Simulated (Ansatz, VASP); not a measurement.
BN in VASP and in Ansatz

File POSCAR:

```
BN
1.0
    2.4982400000      0.0000000000      0.0000000000
   -1.2491200000      2.1635393048      0.0000000000
    0.0000000000      0.0000000000      6.6357000000
N B
2 2
Direct
    0.6666666667      0.3333333333      0.2500000000
    0.3333333333      0.6666666667      0.7500000000
    0.6666666667      0.3333333333      0.7500000000
    0.3333333333      0.6666666667      0.2500000000
```

The input INCAR.step1:

```
PREC = Accurate
ENCUT = 520
EDIFF = 1E-5
ISMEAR = -1
SIGMA = 0.05
LREAL = False
LASPH = True
NELM = 60
ALGO = Normal
ISIF = 2
LWAVE = True
GGA = PE
NBANDS = 16
```

INCAR.step2

```
PREC = Accurate
ENCUT = 520
EDIFF = 1E-6
ISMEAR = -1
SIGMA = 0.05
LREAL = False
LASPH = True
NELM = 60
ALGO = Normal
ISIF = 2
LWAVE = False
LCHARG = True
METAGGA = R2SCAN
LHFCALC = True
AEXX = 0.1
LMIXTAU = True
PRECFOCK = Normal
LELF = True
LVHAR = True
ISTART = 1
NBANDS = 16
```

Contents of KPOINTS:

```
regular mesh
0
Gamma
  6 6 2
```

input.yaml

```yaml
crystal:
  lattice:
    - [2.49824, 0.0, 0.0]
    - [-1.24912, 2.1635393048, 0.0]
    - [0.0, 0.0, 6.6357]
  atoms:
    - { symbol: "N", position: [0.6666666667, 0.3333333333, 0.25] }
    - { symbol: "N", position: [0.3333333333, 0.6666666667, 0.75] }
    - { symbol: B, position: [0.6666666667, 0.3333333333, 0.75] }
    - { symbol: B, position: [0.3333333333, 0.6666666667, 0.25] }
hamiltonian:
  xc: r2scanh
  pseudopotentials: { kind: paw }
kpoints:
  mp_grid: { grid: [6, 6, 2] }
  band_path:
    path:
      - [[0.0, 0.0, 0.0], [0.5, 0.0, 0.0], [0.3333333333, 0.3333333333, 0.0], [0.0, 0.0, 0.0], [0.0, 0.0, 0.5], [0.5, 0.0, 0.5], [0.3333333333, 0.3333333333, 0.5], [0.0, 0.0, 0.5]]
      - [[0.5, 0.0, 0.5], [0.5, 0.0, 0.0]]
      - [[0.3333333333, 0.3333333333, 0.0], [0.3333333333, 0.3333333333, 0.5]]
    npoints: 4
scf:
  occupations: { method: fermi_dirac, width: 0.05 }
  n_extra_bands: 10
output:
  forces: true
  stress: true
  eigenvalues: true
  fatbands: false
```

Alike in both runs: functional r2SCANh; k mesh 6 × 6 × 2; occupations fermi-dirac, width 0.05 eV; no spin polarisation.

```csv
,VASP,Ansatz
version,VASP 6.6.1,Ansatz 0.2.0
potentials or method,"VASP PAW PBE potentials, release 64 (N, B)",Ansatz PAW
plane-wave cutoff (eV),520,500
valence electrons in the cell,16,16
task,single point,band structure
```

Ansatz gave:

```
gap on the k mesh at the Fermi level (eV)                     : 5.58
least direct gap on the mesh (eV)                             : 6.04
pressure (GPa)                                                : -0.3
traceless stress, the component that is largest in VASP (GPa) : 1.26
```

**Question.** Estimate VASP's values.

**Answer.** gap on the k mesh at the Fermi level (eV): 5.63; least direct gap on the mesh (eV): 6.08; pressure (GPa): 0.1; traceless stress, the component that is largest in VASP (GPa): 0.54.

VASP's potentials were made for PBE, not for r2SCANh. With one functional, cell and mesh, what is left measures potentials, basis and numerics.

The k mesh is coarse, so the values compare programs but aren't converged.
